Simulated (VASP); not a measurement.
# Ge (P4/nmm) in VASP: notebook

Ge is run at these levels: PBE; tasks: relaxation of cell and atoms, single point.

All numbers are computed with VASP 6.6.1; they aren't measurements. Logs are shortened: lines on timing, memory, paths and dates and some standing lists are left out, and cuts for length are marked.

### 1 The cell of the first run

Symmetry: P4/nmm, No. 129, tetragonal system. The conventional cell has a = 3.284 Å, b = 3.284 Å, c = 4.352 Å, α = 90.00°, β = 90.00°, γ = 90.00°. Ge (site symmetry 4mm) has 12 Ge at 3.14 to 3.28 Å within 4.1 Å.

### 2 Relaxation of cell and atoms, PBE

INCAR

```
PREC = Accurate
ENCUT = 600
EDIFF = 1E-6
ISMEAR = 0
SIGMA = 0.1
LREAL = F
LASPH = T
NELM = 100
ALGO = Normal
ISIF = 3
LWAVE = F
LCHARG = F
GGA = PE
IBRION = 2
NSW = 90
EDIFFG = -0.04
```

KPOINTS

```
Automatic mesh
0
Gamma
  6 6 4
```

POSCAR

```
Ge
1.0
    3.2836711800      0.0000000000      0.0000000000
    0.0000000000      3.2836711800      0.0000000000
    0.0000000000      0.0000000000      4.3522751100
Ge
2
Direct
    0.0000000000      0.5000000000      0.7434377600
    0.5000000000      0.0000000000      0.2565622400
```

Potentials or basis: VASP PAW PBE potentials, release 64 (Ge_d).

Launch:

```bash
> cat potpaw_PBE.64/Ge_d/POTCAR > POTCAR
> mpirun -np 1 vasp_std > vasp.out
```

OUTCAR:

```text
PREC = Accurate
   ENCUT = 600
   EDIFF = 1E-6
   ISMEAR = 0
   LREAL = F
   LASPH = T
   NELM = 100
   ISIF = 3
   GGA = PE
   IBRION = 2
   NSW = 90
   EDIFFG = -0.04

 ion  position               nearest neighbor table
   1  0.000  0.500  0.743-
   2  0.500  0.000  0.257-

  LATTYP: Found a simple tetragonal cell.
 ALAT       =     3.2836711800
 C/A-ratio  =     1.3254296400

  Lattice vectors:

 A1 = (   3.2836711800,   0.0000000000,   0.0000000000)
 A2 = (   0.0000000000,   3.2836711800,   0.0000000000)
 A3 = (   0.0000000000,   0.0000000000,   4.3522751100)

Analysis of symmetry for initial positions (statically):
=====================================================================
 Subroutine PRICEL returns:
 Original cell was already a primitive cell.

 Routine SETGRP: Setting up the symmetry group for a
 simple tetragonal supercell.

 Subroutine GETGRP returns: Found 16 space group operations
 (whereof  8 operations were pure point group operations)
 out of a pool of 16 trial point group operations.

The static configuration has the point symmetry D_2d.
 The point group associated with its full space group is D_4h.

Analysis of symmetry for dynamics (positions and initial velocities):
=====================================================================
 Subroutine PRICEL returns:
 Original cell was already a primitive cell.

 Routine SETGRP: Setting up the symmetry group for a
 simple tetragonal supercell.

 Subroutine GETGRP returns: Found 16 space group operations
 (whereof  8 operations were pure point group operations)
 out of a pool of 16 trial point group operations.

The dynamic configuration has the point symmetry D_2d.
 The point group associated with its full space group is D_4h.

 Subroutine INISYM returns: Found 16 space group operations
 (whereof  8 operations are pure point group operations),
 and found     1 'primitive' translations

----------------------------------------------------------------------------------------

                                     Primitive cell

  volume of cell :      46.9284

  direct lattice vectors                    reciprocal lattice vectors
     3.283671180  0.000000000  0.000000000     0.304537192  0.000000000  0.000000000
     0.000000000  3.283671180  0.000000000     0.000000000  0.304537192  0.000000000
     0.000000000  0.000000000  4.352275110     0.000000000  0.000000000  0.229764887

  length of vectors
     3.283671180  3.283671180  4.352275110     0.304537192  0.304537192  0.229764887

  position of ions in fractional coordinates (direct lattice)
     0.000000000  0.500000000  0.743437760
     0.500000000  0.000000000  0.256562240

  ion indices of the primitive-cell ions
   primitive index   ion index
                 1           1
                 2           2

----------------------------------------------------------------------------------------

 KPOINTS: Automatic mesh

Automatic generation of k-mesh.
 Grid dimensions read from file:
 generate k-points for:    6    6    4

 Generating k-lattice:

  Cartesian coordinates                     Fractional coordinates (reciprocal lattice)
     0.050756199  0.000000000  0.000000000     0.166666667  0.000000000  0.000000000
     0.000000000  0.050756199  0.000000000     0.000000000  0.166666667  0.000000000
     0.000000000  0.000000000  0.057441222     0.000000000  0.000000000  0.250000000

  Length of vectors
     0.050756199  0.050756199  0.057441222

  Shift w.r.t. Gamma in fractional coordinates (k-lattice)
     0.000000000  0.000000000  0.000000000

 Subroutine IBZKPT returns following result:
 ===========================================

 Found     30 irreducible k-points:

 Following reciprocal coordinates:
            Coordinates               Weight
  0.000000  0.000000  0.000000      1.000000
  0.166667  0.000000  0.000000      4.000000
  0.333333  0.000000  0.000000      4.000000
  0.500000  0.000000  0.000000      2.000000
  0.166667  0.166667  0.000000      4.000000
  0.333333  0.166667  0.000000      8.000000
[... 16 lines left out ...]
  0.333333  0.000000  0.500000      4.000000
  0.500000  0.000000  0.500000      2.000000
 [... further k-points ...]
   k-points           NKPTS =     30   k-points in BZ     NKDIM =     30   number of bands    NBANDS=     18
   number of dos      NEDOS =    301   number of ions     NIONS =      2
   total plane-waves  NPLWV =  28224
   dimension x,y,z NGX =    28 NGY =   28 NGZ =   36
   dimension x,y,z NGXF=    56 NGYF=   56 NGZF=   72
   ions per type =               2
   NGX,Y,Z   is equivalent  to a cutoff of  14.18, 14.18, 13.75 a.u.
   NGXF,Y,Z  is equivalent  to a cutoff of  28.35, 28.35, 27.50 a.u.
 SYSTEM =  unknown system
   PREC   = accura    normal or accurate (medium, high low for compatibility)
   ISTART =      0    job   : 0-new  1-cont  2-samecut
   ICHARG =      2    charge: 1-file 2-atom 10-const
   ISPIN  =      1    spin polarized calculation?
   LNONCOLLINEAR =      F non collinear calculations
   LSORBIT =      F    spin-orbit coupling
   LASPH  =      T    aspherical Exc in radial PAW
   ENCUT  =  600.0 eV  44.10 Ry    6.64 a.u.   6.56  6.56  8.69*2*pi/ulx,y,z
   NELM   =    100;   NELMIN=  2; NELMDL= -5     # of ELM steps
   EDIFF  = 0.1E-05   stopping-criterion for ELM
   LREAL  =      F    real-space projection
   EDIFFG = -.4E-01   stopping-criterion for IOM
   NSW    =     90    number of steps for IOM
   IBRION =      2    ionic relax: 0-MD 1-quasi-New 2-CG
   NFREE  =      1    steps in history (QN), initial steepest desc. (CG)
   ISIF   =      3    stress and relaxation
   ISYM   =      2    0-nonsym 1-usesym 2-fastsym
   POTIM  = 0.5000    time-step for ionic-motion
   TEBEG  =    0.0;   TEEND  =   0.0 temperature during run
   PSTRESS=    0.0 pullay stress
   NELECT =      28.0000    total number of electrons
   NUPDOWN=      -1.0000    fix difference up-down
   EMIN   =  10.00;   EMAX   =-10.00  energy-range for DOS
   EFERMI =   0.00;   METHOD = LEGACY
   ISMEAR =     0;   SIGMA  =   0.10  broadening in eV -4-tet -1-fermi 0-gaus
   EFERMI_NEDOS =   21; number of points for ismear=-14 and -15
   IALGO  =     38    algorithm
   IMIX   =      4    mixing-type and parameters
     AMIX     =   0.40;   BMIX     =  1.00
     AMIX_MAG =   1.60;   BMIX_MAG =  1.00
  volume/ion in A,a.u.               =      23.46       158.34
  Fermi-wavevector in a.u.,A,eV,Ry     =   1.378211  2.604441 25.843787  1.899465
  Thomas-Fermi vector in A             =   2.503293
   LORBIT       =      0    0 simple, 1 ext, 2 COOP (PROOUT), +10 PAW based schemes
   GGA     = PE    functional components
   LHFCALC =     F    Hartree Fock is set to
   AEXX    =    0.0000 exact exchange contribution
   IVDW    =     0    specifies the selected vdW correction
   LEPSILON=     F    determine dielectric tensor
   LRPA    =     F    only Hartree local field effects (RPA)
 conjugate gradient relaxation of ions
 non-spin polarized calculation
 Gauss-broadening in eV      SIGMA  =   0.10
  energy-cutoff  :      600.00
  volume of cell :       46.93
 maximum number of plane-waves:      1588
 NGX is ok and might be reduce to    28
   NGX = 13   NGY = 13   NGZ = 17

--------------------------------------- Ionic step        1  -------------------------------------------

 number of electron      27.9999981 magnetization

 Free energy of the ion-electron system (eV)
  ---------------------------------------------------
  ext. energy  EPLUGINS =         0.00000000
  ---------------------------------------------------
  free energy    TOTEN  =        -8.05436827 eV

  energy without entropy =       -8.04125487  energy(sigma->0) =       -8.04781157

------------------------ aborting loop because EDIFF is reached ----------------------------------------

  FORCE on cell =-STRESS in cart. coord.  units (eV):
  Direction    XX          YY          ZZ          XY          YZ          ZX
  --------------------------------------------------------------------------------------
  -------------------------------------------------------------------------------------
  Total       -2.3647150     -2.3647150     -1.5314957      0.0000000     -0.0000000      0.0000000
  in kB      -80.7334899    -80.7334899    -52.2866352      0.0000000     -0.0000000      0.0000000
  external PRESSURE =     -71.2512050 kB  Pullay stress =       0.0000000 kB
[... 89 lines left out ...]
  FREE ENERGIE OF THE ION-ELECTRON SYSTEM (eV)
  ---------------------------------------------------
  free  energy   TOTEN  =        -8.2511329146 eV

  energy  without entropy=       -8.2393215426  energy(sigma->0) =       -8.24522723

[... ionic steps 4 to 19 ...]

--------------------------------------- Ionic step       20  -------------------------------------------

 number of electron      28.0000010 magnetization

------------------------ aborting loop because EDIFF is reached ----------------------------------------

  FORCE on cell =-STRESS in cart. coord.  units (eV):
  Direction    XX          YY          ZZ          XY          YZ          ZX
  --------------------------------------------------------------------------------------
  -------------------------------------------------------------------------------------
  Total       -0.0476403     -0.0476403      0.1049016      0.0000000      0.0000000     -0.0000000
  in kB       -1.9701096     -1.9701096      4.3380867      0.0000000      0.0000000     -0.0000000
  external PRESSURE =       0.1326225 kB  Pullay stress =       0.0000000 kB
[... 57 lines left out ...]
  energy  without entropy=       -8.4239032997  energy(sigma->0) =       -8.42489556

--------------------------------------- Ionic step       22  -------------------------------------------

 number of electron      28.0000022 magnetization

 Free energy of the ion-electron system (eV)
  ---------------------------------------------------
  ext. energy  EPLUGINS =         0.00000000
  ---------------------------------------------------
  free energy    TOTEN  =        -8.42804647 eV

  energy without entropy =       -8.42576637  energy(sigma->0) =       -8.42690642

 E-fermi :   6.3316     XC(G=0): -11.1758

 val. band max:        6.2253966605   @ k =   0.5000   0.5000   0.2500
 cond. band min:       6.5742062104   @ k =   0.5000   0.1667   0.0000
 fundamental gap:      0.3488095499
 Fermi energy:         6.3316413694

 k-point     1 :       0.0000    0.0000    0.0000
  band No.  band energies     occupation
      1     -18.3062      2.00000
      2     -18.2843      2.00000
      3     -18.2543      2.00000
      4     -18.2393      2.00000
      5     -18.1780      2.00000
      6     -18.1780      2.00000
[... 10 lines left out ...]
     17      15.4426      0.00000
     18      15.6361      0.00000
[... 466 lines left out ...]
      2     -18.2587      2.00000
      3     -18.2229      2.00000
      4     -18.2229      2.00000
      5     -18.1640      2.00000
      6     -18.1640      2.00000
[... 10 lines left out ...]
     17      14.6971      0.00000
     18      14.6971      0.00000

 [... further k-points ...]

------------------------ aborting loop because EDIFF is reached ----------------------------------------

  FORCE on cell =-STRESS in cart. coord.  units (eV):
  Direction    XX          YY          ZZ          XY          YZ          ZX
  --------------------------------------------------------------------------------------
  -------------------------------------------------------------------------------------
  Total        0.0557049      0.0557049      0.0165688      0.0000000      0.0000000     -0.0000000
  in kB        2.3132528      2.3132528      0.6880514      0.0000000      0.0000000     -0.0000000
  external PRESSURE =       1.7715190 kB  Pullay stress =       0.0000000 kB
[... 17 lines left out ...]
  FREE ENERGIE OF THE ION-ELECTRON SYSTEM (eV)
  ---------------------------------------------------
  free  energy   TOTEN  =        -8.4280464686 eV

  energy  without entropy=       -8.4257663706  energy(sigma->0) =       -8.42690642

 reached required accuracy - stopping structural energy minimisation
```

Run time: 2.5 min. Hardware: 1 thread of Intel Xeon 6975P-C (Granite Rapids), shared host; peak memory 0.19 GiB.

Results:

```
Free energy                            : -8.4280 eV
Relaxed volume                         : 19.29 Å³/atom
Relaxed cell                           : a = 2.771 Å, b = 2.771 Å, c = 5.024 Å, α = 90.00°, β = 90.00°, γ = 90.00°
Space group after relaxing (to 0.05 Å) : I4/mmm (No. 139)
Energy gained by relaxing              : 186.8 meV/atom
Ionic steps                            : 22
Pressure after relaxing                : 0.2 GPa
Largest force after relaxing           : 0.015 eV/Å
Band gap on the k mesh                 : zero (band 14 reaches 11.94 eV, above the bottom of band 15 at 4.74 eV)
```

Forces on the atoms (eV/Å):
```
Ge   0.000  0.000 -0.015
Ge   0.000  0.000  0.015
```

Stress tensor (GPa, compression positive):
```
0.23 0.00 0.00
0.00 0.23 0.00
0.00 0.00 0.07
```

The path:
```csv
step,energy change (eV),largest force (eV/Å),pressure (GPa),volume (Å³)
1,0.0000,0.0041,-7.13,46.93
2,-0.1937,0.1191,-0.82,40.19
3,-0.1968,0.1237,-0.03,39.43
4,-0.1968,0.1247,0.43,39.16
5,-0.2082,0.1015,0.74,39.14
6,-0.2215,0.0191,0.20,39.02
7,-0.2506,0.3511,0.30,38.53
8,-0.1755,0.3475,8.06,36.63
9,-0.3224,0.6213,2.33,37.83
10,-0.3257,0.6134,1.98,37.94
11,-0.3309,0.5678,1.54,38.09
12,-0.3323,0.5117,1.41,38.19
13,-0.3317,0.4186,0.98,38.37
14,-0.3328,0.4752,1.02,38.26
15,-0.3369,0.4579,1.02,38.34
16,-0.3485,0.4252,0.52,38.58
17,-0.3608,0.2707,-0.53,39.04
18,-0.3610,0.2464,-0.78,39.11
19,-0.3678,0.1702,-0.37,38.95
20,-0.3726,0.0783,0.01,38.74
21,-0.3715,0.0705,0.70,38.33
22,-0.3737,0.0152,0.18,38.58
```

Final structure:
```xyz
2
Lattice="2.7711 0.0000 0.0000 0.0000 2.7711 0.0000 0.0000 0.0000 5.0243" Properties=species:S:1:pos:R:3 pbc="T T T"
Ge    0.0000    1.3856    3.7710
Ge    1.3856    0.0000    1.2533
```

Caveat: the k points lie up to 0.38 Å⁻¹ apart in the final cell; the volume moved by over 15 % at a fixed basis, so the end points are rough.

### 3 Single point, PBE

INCAR

```
SYSTEM = Ge
  PREC = Accurate
  ENCUT = 520
  EDIFF = 1E-7
  ISMEAR = 0
  SIGMA = 0.1
  LREAL = .FALSE.
  LASPH = .TRUE.
  NELM = 100
  ALGO = Normal
  ISIF = 2
  LWAVE = .FALSE.
  LCHARG = .TRUE.
  GGA = PE
  LELF = .TRUE.
  LVHAR = .TRUE.
  NBANDS = 21
```

KPOINTS

```
Automatic mesh
0
G
  6 6 4
  0 0 0
```

POSCAR is that of step 2.

Potentials or basis: VASP PAW PBE potentials, release 64 (Ge_d).

Launch:

```bash
> cat potpaw_PBE.64/Ge_d/POTCAR > POTCAR
> mpirun -np 1 vasp_std > vasp.out
```

OUTCAR:

```text
SYSTEM = Ge
   PREC = Accurate
   ENCUT = 520
   EDIFF = 1E-7
   ISMEAR = 0
   LREAL = .FALSE.
   LASPH = .TRUE.
   NELM = 100
   ISIF = 2
   GGA = PE

 ion  position               nearest neighbor table
   1  0.000  0.500  0.743-
   2  0.500  0.000  0.257-

  LATTYP: Found a simple tetragonal cell.
 ALAT       =     3.2836711800
 C/A-ratio  =     1.3254296400

  Lattice vectors:

 A1 = (   3.2836711800,   0.0000000000,   0.0000000000)
[... 763 lines left out ...]

------------------------ aborting loop because EDIFF is reached ----------------------------------------

  FORCE on cell =-STRESS in cart. coord.  units (eV):
  Direction    XX          YY          ZZ          XY          YZ          ZX
  --------------------------------------------------------------------------------------
  -------------------------------------------------------------------------------------
  Total       -2.3497273     -2.3497273     -1.5222129      0.0000000      0.0000000      0.0000000
  in kB      -80.2217960    -80.2217960    -51.9697136      0.0000000      0.0000000      0.0000000
  external PRESSURE =     -70.8044352 kB  Pullay stress =       0.0000000 kB

 VOLUME and BASIS-vectors are now :
 -----------------------------------------------------------------------------
  energy-cutoff  :      520.00
  volume of cell :       46.93
      direct lattice vectors                 reciprocal lattice vectors
     3.283671180  0.000000000  0.000000000     0.304537192  0.000000000  0.000000000
     0.000000000  3.283671180  0.000000000     0.000000000  0.304537192  0.000000000
     0.000000000  0.000000000  4.352275110     0.000000000  0.000000000  0.229764887

 POSITION                                       TOTAL-FORCE (eV/Angst)
 -----------------------------------------------------------------------------------
      0.00000      1.64184      3.23565        -0.000000     -0.000000     -0.004019
      1.64184      0.00000      1.11663         0.000000      0.000000      0.004019
 -----------------------------------------------------------------------------------
    total drift:                                0.000000      0.000000      0.000000

  FREE ENERGIE OF THE ION-ELECTRON SYSTEM (eV)
  ---------------------------------------------------
  free  energy   TOTEN  =        -8.0543517361 eV

  energy  without entropy=       -8.0412381106  energy(sigma->0) =       -8.04779492
```

stdout:

```text
POSCAR found type information on POSCAR Ge
 POSCAR found :  1 types and       2 ions
 scaLAPACK will be used
 LDA part: xc-table for (Slater+PW92), standard interpolation
 POSCAR, INCAR and KPOINTS ok, starting setup
 FFT: planning ... GRIDC
 FFT: planning ... GRID_SOFT
 FFT: planning ... GRID
 WAVECAR not read
 entering main loop
```

Run time: 6.9 s. Hardware: 1 thread of Intel Xeon 6975P-C (Granite Rapids), shared host; peak memory 0.15 GiB.

Results:

```yaml
Free_energy: -8.0544 eV
Pressure: -7.1 GPa
Largest_force: 0.004 eV/Å
Band_gap_on_the_k_mesh: zero (band 14 reaches 7.41 eV, above the bottom of band 15 at 3.33 eV)
```

Forces on the atoms (eV/Å):
```
Ge   0.000  0.000 -0.004
Ge   0.000  0.000  0.004
```

Stress tensor (GPa, compression positive):
```
-8.02  0.00  0.00
 0.00 -8.02  0.00
 0.00  0.00 -5.20
```

Caveat: the k points lie up to 0.36 Å⁻¹ apart.
